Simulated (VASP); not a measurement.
Set up this calculation in VASP 6.6.1, as the native input.

- Task: relaxation of cell and atoms
- Functional: LDA
- Potentials or basis: VASP PAW LDA potentials, release 64 (Ce, Zn)
- Cutoff: 600 eV
- k mesh: 9 × 9 × 9
- Occupations: fermi-dirac, width 0.05 eV
- Spin: collinear spin, ferromagnetic start
- Starting moments: [1.0, 0.0] μB
- Dipole correction: no
- Further INCAR settings: ALGO = Normal; EDIFF = 1e-07; IBRION = 2; EDIFFG = -0.005; NSW = 100; ISIF = 3

The structure of CeZn lies in POSCAR:

```
CeZn
1.0
    3.7000000000      0.0000000000      0.0000000000
    0.0000000000      3.7000000000      0.0000000000
    0.0000000000      0.0000000000      3.7000000000
Ce Zn
1 1
Direct
    0.5000000000      0.5000000000      0.5000000000
    0.0000000000      0.0000000000      0.0000000000
```

These files were run (other wordings do the same):

INCAR

```
PREC = Accurate
ENCUT = 600
EDIFF = 1E-7
ISMEAR = -1
SIGMA = 0.05
LREAL = F
LASPH = T
NELM = 150
ALGO = Normal
ISIF = 3
LWAVE = F
LCHARG = F
ISPIN = 2
MAGMOM = 1 0
LORBIT = 11
LMAXMIX = 6
GGA = CA
IBRION = 2
NSW = 100
EDIFFG = -0.005
```

KPOINTS

```
regular mesh
0
Gamma
  9 9 9
```

Potentials or basis: VASP PAW LDA potentials, release 64 (Ce, Zn).

Run with:

```sh
$ cat potpaw_LDA.64/Ce/POTCAR potpaw_LDA.64/Zn/POTCAR > POTCAR
$ mpirun -np 1 vasp_std > vasp.out
```

Results of the run:

```
Relaxed volume                                        : 21.59 Å³/atom
Relaxed cell                                          : a = 3.508 Å, b = 3.508 Å, c = 3.508 Å, α = 90.00°, β = 90.00°, γ = 90.00°
Space group after relaxing (to 0.1 Å)                 : Pm-3m (No. 221)
Energy gained by relaxing                             : 98.8 meV/atom
Ionic steps                                           : 3
Pressure after relaxing                               : 0.0 GPa
Band gap on the k mesh                                : zero (filled and empty bands overlap)
Net moment                                            : 0.00 μB per cell
Valence electrons inside the program's atomic spheres : Ce 9.75; Zn 10.89
```

Caveat: the magnetic or orbital state may not be the lowest; the moments typed at the start vanished in this run; spin-orbit coupling is left out, which moves the levels of the heavy elements; semilocal functionals describe open f shells poorly, which spoils levels, moments and volumes.

Wall time 2.8 min on 1 thread of Intel(R) Xeon(R) 6975P-C (Granite Rapids) (shared host), peak memory 0.24 GiB.
